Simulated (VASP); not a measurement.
Write the native input for VASP 6.6.1 that does the following.

* Task: single point
* Functional: PBE
* Potentials or basis: VASP PAW PBE potentials, release 64 (Si)
* Cutoff: 500 eV
* k mesh: 8 × 8 × 8
* Occupations: fermi-dirac, width 0.1 eV
* Spin: no spin polarisation
* Dipole correction: no
* Further INCAR settings: ALGO = Normal; EDIFF = 1e-06; NBANDS = 11

The structure of Si lies in POSCAR:

```
Si
1.0
    0.0000000000      2.7350000000      2.7350000000
    2.7350000000      0.0000000000      2.7350000000
    2.7350000000      2.7350000000      0.0000000000
Si
2
Direct
    0.0000000000      0.0000000000      0.0000000000
    0.2500000000      0.2500000000      0.2500000000
```

The input as run:

INCAR

```
PREC     = Accurate       # precision mode
ENCUT    = 500            # plane-wave cutoff, eV
EDIFF    = 1E-6           # SCF threshold, eV
ISMEAR   = -1             # smearing method
SIGMA    = 0.1            # smearing width, eV
LREAL    = F              # projectors in reciprocal space
LASPH    = T              # aspherical terms in the spheres
NELM     = 120            # most SCF steps
ALGO     = Normal         # electronic algorithm
ISIF     = 2              # what is computed and relaxed
LWAVE    = F              # write WAVECAR
LCHARG   = T              # write CHGCAR
GGA      = PE             # functional
LELF     = T              # ELF
LVHAR    = T            
NBANDS   = 11             # bands
GGA_COMPAT= F
```

KPOINTS

```
regular mesh
0
Gamma
  8 8 8
```

Potentials or basis: VASP PAW PBE potentials, release 64 (Si).

The run is started by

```bash
$ cat potpaw_PBE.64/Si/POTCAR > POTCAR
$ mpirun -np 1 vasp_std > vasp.out
```

It gave:

- Pressure: -0.1 GPa
- Band gap on the k mesh: 0.65 eV (least direct gap 2.56 eV)

Caveat: semilocal functionals underestimate gaps, and a narrow one can read as zero.

Run time: 4.7 s on 1 thread of Intel(R) Xeon(R) 6975P-C (Granite Rapids) (shared host), peak memory 0.15 GiB.
